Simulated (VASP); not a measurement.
# ZnCu (P1) in VASP: single point with PBE

Aim: the single point of ZnCu with PBE.

All numbers are computed with VASP 6.6.1; they aren't measurements. Logs are shortened: lines on timing, memory, paths and dates and some standing lists are left out, and cuts for length are marked.

## 1. The cell of the first run

The typed cell holds 2 atoms: a = 2.939 Å, b = 2.966 Å, c = 2.949 Å, α = 90.26°, β = 90.07°, γ = 89.77°.

## 2. Single point, PBE (atoms moved at random and the cell strained at random)

File INCAR:

```
PREC     = Accurate       # precision mode
ENCUT    = 520            # plane-wave cutoff, eV
EDIFF    = 1E-7           # SCF threshold, eV
ISMEAR   = 0              # smearing method
SIGMA    = 0.1            # smearing width, eV
LREAL    = F              # projectors in reciprocal space
LASPH    = T              # aspherical terms in the spheres
NELM     = 100            # most SCF steps
ALGO     = Fast           # electronic algorithm
ISIF     = 2              # what is computed and relaxed
LWAVE    = F              # write WAVECAR
LCHARG   = F              # write CHGCAR
GGA      = PE             # functional
NBANDS   = 18             # bands
```

File KPOINTS:

```
Automatic mesh
0
Gamma
  12 12 12
```

File POSCAR:

```
ZnCu
1.0
    2.9389333000      0.0058900000     -0.0017670000
    0.0058900000      2.9661451000     -0.0066851500
   -0.0017670000     -0.0066851500      2.9491524500
Zn Cu
1 1
Direct
    0.4632020374      0.5345161290      0.5069847199
    0.0367979626     -0.0345161290     -0.0069847199
```

Potentials or basis: VASP PAW PBE potentials, release 64 (Zn, Cu).

Command:

```
$ cat potpaw_PBE.64/Zn/POTCAR potpaw_PBE.64/Cu/POTCAR > POTCAR
$ mpirun -np 1 vasp_std > vasp.out
```

OUTCAR:

```text
PREC = Accurate
   ENCUT = 520
   EDIFF = 1E-7
   ISMEAR = 0
   LREAL = F
   LASPH = T
   NELM = 100
   ISIF = 2
   GGA = PE

 ion  position               nearest neighbor table
   1  0.463  0.535  0.507-   2 2.29   2 2.35   2 2.55   2 2.55   2 2.59   2 2.61   2 2.78   2 2.82

   2  0.037  0.965  0.993-   1 2.29   1 2.35   1 2.55   1 2.55   1 2.59   1 2.61   1 2.78   1 2.82

  LATTYP: Found a triclinic cell.
 ALAT       =     2.9491605563
 B/A-ratio  =     1.4109142984
 C/A-ratio  =     1.0057636486
 COS(alpha) =     0.0003858571
 COS(beta)  =     0.0045217783
 COS(gamma) =     0.7079092233

  Lattice vectors:

 A1 = (   0.0017670000,   0.0066851500,  -2.9491524500)
 A2 = (  -2.9371663000,   0.0007951500,  -2.9473854500)
 A3 = (   0.0058900000,   2.9661451000,  -0.0066851500)

Analysis of symmetry for initial positions (statically):
=====================================================================
 Subroutine PRICEL returns:
 Original cell was already a primitive cell.

 Routine SETGRP: Setting up the symmetry group for a
 triclinic supercell.

 Subroutine GETGRP returns: Found  1 space group operations
 (whereof  1 operations were pure point group operations)
 out of a pool of  2 trial point group operations.

The static configuration has the point symmetry C_1 .

Analysis of symmetry for dynamics (positions and initial velocities):
=====================================================================
 Subroutine PRICEL returns:
 Original cell was already a primitive cell.

 Routine SETGRP: Setting up the symmetry group for a
 triclinic supercell.

 Subroutine GETGRP returns: Found  1 space group operations
 (whereof  1 operations were pure point group operations)
 out of a pool of  2 trial point group operations.

The dynamic configuration has the point symmetry C_1 .

 Subroutine INISYM returns: Found  1 space group operations
 (whereof  1 operations are pure point group operations),
 and found     1 'primitive' translations

----------------------------------------------------------------------------------------

                                     Primitive cell

  volume of cell :      25.7084

  direct lattice vectors                    reciprocal lattice vectors
     2.938933300  0.005890000 -0.001767000     0.340260983 -0.000675215  0.000202339
     0.005890000  2.966145100 -0.006685150    -0.000675215  0.337140986  0.000763828
    -0.001767000 -0.006685150  2.949152450     0.000202339  0.000763828  0.339082323

  length of vectors
     2.938939733  2.966158482  2.949160556     0.340261713  0.337142527  0.339083244

  position of ions in fractional coordinates (direct lattice)
     0.463202037  0.534516129  0.506984720
     0.036797963  0.965483871  0.993015280

  ion indices of the primitive-cell ions
   primitive index   ion index
                 1           1
                 2           2

----------------------------------------------------------------------------------------

 KPOINTS: Automatic mesh

Automatic generation of k-mesh.
 Grid dimensions read from file:
 generate k-points for:   12   12   12

 Generating k-lattice:

  Cartesian coordinates                     Fractional coordinates (reciprocal lattice)
     0.028355082 -0.000056268  0.000016862     0.083333333  0.000000000  0.000000000
    -0.000056268  0.028095082  0.000063652    -0.000000000  0.083333333  0.000000000
     0.000016862  0.000063652  0.028256860    -0.000000000 -0.000000000  0.083333333

  Length of vectors
     0.028355143  0.028095211  0.028256937

  Shift w.r.t. Gamma in fractional coordinates (k-lattice)
     0.000000000  0.000000000  0.000000000

 Subroutine IBZKPT returns following result:
 ===========================================

 Found    868 irreducible k-points:

 Following reciprocal coordinates:
            Coordinates               Weight
  0.000000  0.000000  0.000000      1.000000
  0.083333  0.000000  0.000000      2.000000
  0.166667  0.000000  0.000000      2.000000
  0.250000 -0.000000  0.000000      2.000000
  0.333333 -0.000000 -0.000000      2.000000
  0.416667 -0.000000  0.000000      2.000000
[... 16 lines left out ...]
  0.250000  0.166667 -0.000000      2.000000
  0.333333  0.166667  0.000000      2.000000
 [... further k-points ...]
   k-points           NKPTS =    868   k-points in BZ     NKDIM =    868   number of bands    NBANDS=     18
   number of dos      NEDOS =    301   number of ions     NIONS =      2
   total plane-waves  NPLWV =  13824
   dimension x,y,z NGX =    24 NGY =   24 NGZ =   24
   dimension x,y,z NGXF=    48 NGYF=   48 NGZF=   48
   ions per type =               1   1
   NGX,Y,Z   is equivalent  to a cutoff of  13.58, 13.45, 13.53 a.u.
   NGXF,Y,Z  is equivalent  to a cutoff of  27.15, 26.90, 27.06 a.u.
 SYSTEM =  unknown system
   PREC   = accura    normal or accurate (medium, high low for compatibility)
   ISTART =      0    job   : 0-new  1-cont  2-samecut
   ICHARG =      2    charge: 1-file 2-atom 10-const
   ISPIN  =      1    spin polarized calculation?
   LNONCOLLINEAR =      F non collinear calculations
   LSORBIT =      F    spin-orbit coupling
   LASPH  =      T    aspherical Exc in radial PAW
   ENCUT  =  520.0 eV  38.22 Ry    6.18 a.u.   5.46  5.52  5.48*2*pi/ulx,y,z
   NELM   =    100;   NELMIN=  2; NELMDL= -5     # of ELM steps
   EDIFF  = 0.1E-06   stopping-criterion for ELM
   LREAL  =      F    real-space projection
   EDIFFG = 0.1E-05   stopping-criterion for IOM
   NSW    =      0    number of steps for IOM
   IBRION =     -1    ionic relax: 0-MD 1-quasi-New 2-CG
   NFREE  =      0    steps in history (QN), initial steepest desc. (CG)
   ISIF   =      2    stress and relaxation
   ISYM   =      2    0-nonsym 1-usesym 2-fastsym
   POTIM  = 0.5000    time-step for ionic-motion
   TEBEG  =    0.0;   TEEND  =   0.0 temperature during run
   PSTRESS=    0.0 pullay stress
   NELECT =      23.0000    total number of electrons
   NUPDOWN=      -1.0000    fix difference up-down
   EMIN   =  10.00;   EMAX   =-10.00  energy-range for DOS
   EFERMI =   0.00;   METHOD = LEGACY
   ISMEAR =     0;   SIGMA  =   0.10  broadening in eV -4-tet -1-fermi 0-gaus
   EFERMI_NEDOS =   21; number of points for ismear=-14 and -15
   IALGO  =     68    algorithm
   IMIX   =      4    mixing-type and parameters
     AMIX     =   0.40;   BMIX     =  1.00
     AMIX_MAG =   1.60;   BMIX_MAG =  1.00
  volume/ion in A,a.u.               =      12.85        86.74
  Fermi-wavevector in a.u.,A,eV,Ry     =   1.577462  2.980972 33.856571  2.488388
  Thomas-Fermi vector in A             =   2.678141
   LORBIT       =      0    0 simple, 1 ext, 2 COOP (PROOUT), +10 PAW based schemes
   GGA     = PE    functional components
   LHFCALC =     F    Hartree Fock is set to
   AEXX    =    0.0000 exact exchange contribution
   IVDW    =     0    specifies the selected vdW correction
   LEPSILON=     F    determine dielectric tensor
   LRPA    =     F    only Hartree local field effects (RPA)
 non-spin polarized calculation
 RMM-DIIS sequential band-by-band and
 Gauss-broadening in eV      SIGMA  =   0.10
  energy-cutoff  :      520.00
  volume of cell :       25.71
 maximum number of plane-waves:       723
 NGX is ok and might be reduce to    24
   NGX = 11   NGY = 11   NGZ = 11

 number of electron      22.9999991 magnetization

 Free energy of the ion-electron system (eV)
  ---------------------------------------------------
  ext. energy  EPLUGINS =         0.00000000
  ---------------------------------------------------
  free energy    TOTEN  =        -4.77233945 eV

  energy without entropy =       -4.77079024  energy(sigma->0) =       -4.77156485

 E-fermi :   5.4750     XC(G=0): -12.3405

 val. band max:        5.4586536986   @ k =  -0.0000   0.3333   0.3333
 cond. band min:       5.4926800340   @ k =  -0.3333   0.3333  -0.0000
 fundamental gap:      0.0340263354
 Fermi energy:         5.4750257496

 k-point     1 :       0.0000    0.0000    0.0000
  band No.  band energies     occupation
      1      -4.8123      2.00000
      2      -2.4157      2.00000
      3      -2.3757      2.00000
      4      -1.7788      2.00000
      5      -1.6849      2.00000
      6      -1.6592      2.00000
[... 10 lines left out ...]
     17      17.3627      0.00000
     18      28.9068      0.00000

 k-point     2 :       0.0833    0.0000    0.0000
  band No.  band energies     occupation
      1      -4.6870      2.00000
      2      -2.4003      2.00000
      3      -2.3514      2.00000
      4      -1.7820      2.00000
      5      -1.6970      2.00000
      6      -1.6651      2.00000
[... 10 lines left out ...]
     17      18.3878      0.00000
     18      27.6207      0.00000

 k-point     3 :       0.1667    0.0000    0.0000
  band No.  band energies     occupation
      1      -4.3176      2.00000
      2      -2.3628      2.00000
      3      -2.2753      2.00000
      4      -1.7961      2.00000
      5      -1.7312      2.00000
      6      -1.6744      2.00000
[... 10 lines left out ...]
     17      21.0793      0.00000
     18      25.5232      0.00000

 k-point     4 :       0.2500   -0.0000    0.0000
  band No.  band energies     occupation
      1      -3.7322      2.00000
      2      -2.3138      2.00000
      3      -2.1443      2.00000
      4      -1.8252      2.00000
      5      -1.7782      2.00000
      6      -1.6755      2.00000
[... 375 lines left out ...]
      4      -1.8410      2.00000
      5      -1.7669      2.00000
      6      -1.6811      2.00000
[... 10 lines left out ...]
     17      21.2942      0.00000
     18      21.7243      0.00000

 k-point    23 :       0.2500    0.1667   -0.0000
  band No.  band energies     occupation
      1      -3.3277      2.00000
      2      -2.2676      2.00000
      3      -2.0919      2.00000
      4      -1.8700      2.00000
      5      -1.7625      2.00000
      6      -1.7015      2.00000
[... 10 lines left out ...]
     17      21.5902      0.00000
     18      23.7920      0.00000

 k-point    24 :       0.3333    0.1667    0.0000
  band No.  band energies     occupation
      1      -2.7600      2.00000
      2      -2.2296      2.00000
      3      -2.0184      2.00000
      4      -1.9004      2.00000
      5      -1.7199      2.00000
      6      -1.5247      2.00000
[... 10 lines left out ...]
     17      21.7726      0.00000
     18      22.2014      0.00000

 [... further k-points ...]
[... 5 lines left out ...]
  --------------------------------------------------------------------------------------
  -------------------------------------------------------------------------------------
  Total        1.0622111      1.0302682      1.5472117     -0.8593386      0.2673409     -0.1853466
  in kB       66.1981977     64.2074808     96.4239878    -53.5549550     16.6609903    -11.5510102
  external PRESSURE =      75.6098887 kB  Pullay stress =       0.0000000 kB

 VOLUME and BASIS-vectors are now :
 -----------------------------------------------------------------------------
  energy-cutoff  :      520.00
  volume of cell :       25.71
      direct lattice vectors                 reciprocal lattice vectors
     2.938933300  0.005890000 -0.001767000     0.340260983 -0.000675215  0.000202339
     0.005890000  2.966145100 -0.006685150    -0.000675215  0.337140986  0.000763828
    -0.001767000 -0.006685150  2.949152450     0.000202339  0.000763828  0.339082323

 POSITION                                       TOTAL-FORCE (eV/Angst)
 -----------------------------------------------------------------------------------
      1.36357      1.58479      1.49078         1.206577     -1.186636     -0.297052
      0.11208      2.85734      2.92203        -1.206577      1.186636      0.297052
 -----------------------------------------------------------------------------------
    total drift:                                0.000332      0.000259      0.000679

  FREE ENERGIE OF THE ION-ELECTRON SYSTEM (eV)
  ---------------------------------------------------
  free  energy   TOTEN  =        -4.7723394485 eV

  energy  without entropy=       -4.7707902416  energy(sigma->0) =       -4.77156485
```

Run time: 7.8 min. Hardware: 1 thread of Oxide Virtual Turin-like, shared host; peak memory 0.47 GiB.

Results:

* Free energy: -4.7723 eV
* Pressure: 7.6 GPa
* Largest force: 1.718 eV/Å
* Band gap on the k mesh: zero (an odd number of electrons rules out a gap without spin polarisation)

Forces in eV/Å, atoms in the order of the input:
```
Zn   1.207 -1.187 -0.297
Cu  -1.207  1.187  0.297
```

Stress tensor (GPa, compression positive):
```
 6.62 -5.36 -1.16
-5.36  6.42  1.67
-1.16  1.67  9.64
```

Levels at points of the mesh, in eV from the Fermi level:
```csv
k point,band 9,band 10,band 11,band 12,band 13,band 14,band 15,band 16
"(0.00, 0.00, 0.00)",-2.79,-2.78,-2.76,6.24,6.28,6.63,10.92,11.17
"(0.50, 0.00, 0.00)",-3.29,-3.25,-2.81,-1.98,10.90,11.28,12.23,12.84
"(0.00, 0.50, 0.00)",-3.29,-3.22,-2.79,-2.05,11.12,11.23,12.39,12.69
"(0.50, 0.50, 0.00)",-2.91,-2.53,-1.89,-1.71,1.66,2.06,13.95,15.47
"(0.00, 0.00, 0.50)",-3.27,-3.21,-2.79,-2.06,11.16,11.41,11.87,12.25
"(0.50, 0.00, 0.50)",-2.95,-2.53,-1.81,-1.72,1.77,2.13,13.85,15.39
"(0.00, 0.50, 0.50)",-2.95,-2.55,-1.88,-1.78,1.69,2.03,14.10,15.64
"(0.50, 0.50, 0.50)",-2.53,-2.51,3.24,3.41,3.92,4.24,4.57,5.42
```

Caveat: the cell differs from its parent crystal (atoms moved at random and the cell strained at random); the cell stands under pressure; forces of over 1 eV/Å act on the atoms, so gaps and moduli don't describe the material at rest.

The gap in the log of VASP goes by the Fermi energy; the results here count the filled bands.